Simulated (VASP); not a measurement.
Li2Al: single point with LDA

Li2Al:

```
CELL_PARAMETERS angstrom
2.32246 -4.89684 0.00000
2.32246 4.89684 0.00000
0.00000 0.00000 4.48920
ATOMIC_POSITIONS crystal
Li 0.24139 0.75861 0.25000
Li 0.75861 0.24139 0.75000
Li 0.58986 0.41014 0.25000
Li 0.41014 0.58986 0.75000
Al 0.92502 0.07498 0.25000
Al 0.07498 0.92502 0.75000
```

```json
{
  "Program": "VASP 6.6.1",
  "Task": "single point",
  "Functional": "LDA",
  "Potentials or basis": "VASP PAW LDA potentials, release 64 (Li_sv, Al)",
  "Cutoff": "520 eV",
  "k mesh": "6 × 6 × 5",
  "Occupations": "methfessel-paxton, width 0.05 eV",
  "Spin": "no spin polarisation",
  "Dipole correction": "no",
  "Further INCAR settings": "ALGO = Normal; EDIFF = 1e-06; NBANDS = 18"
}
```

```json
{
  "Largest force": "0.054 eV/Å",
  "Band gap on the k mesh": "zero (band 9 reaches 4.18 eV, above the bottom of band 10 at 1.86 eV)"
}
```

Forces on the atoms (eV/Å):
```
Li   0.000  0.023  0.000
Li   0.000 -0.023  0.000
Li   0.000  0.014  0.000
Li   0.000 -0.014  0.000
Al   0.000  0.054  0.000
Al   0.000 -0.054  0.000
```

Levels at points of the mesh, in eV from the Fermi level:
```
           k point  band 6  band 7  band 8  band 9  band 10  band 11  band 12  band 13
(0.00, 0.00, 0.00)   -1.96   -1.18   -0.83   -0.26     0.86     1.35     2.10     2.79
(0.50, 0.00, 0.00)   -3.46   -2.10   -1.16   -0.06     1.47     1.91     2.20     3.68
(0.50, 0.50, 0.00)   -4.24   -1.27   -0.34    1.15     1.38     1.70     2.21     4.35
```

It took 48 s on 1 thread of Intel Xeon 6975P-C, with other jobs on the host, peak memory 0.21 GiB.
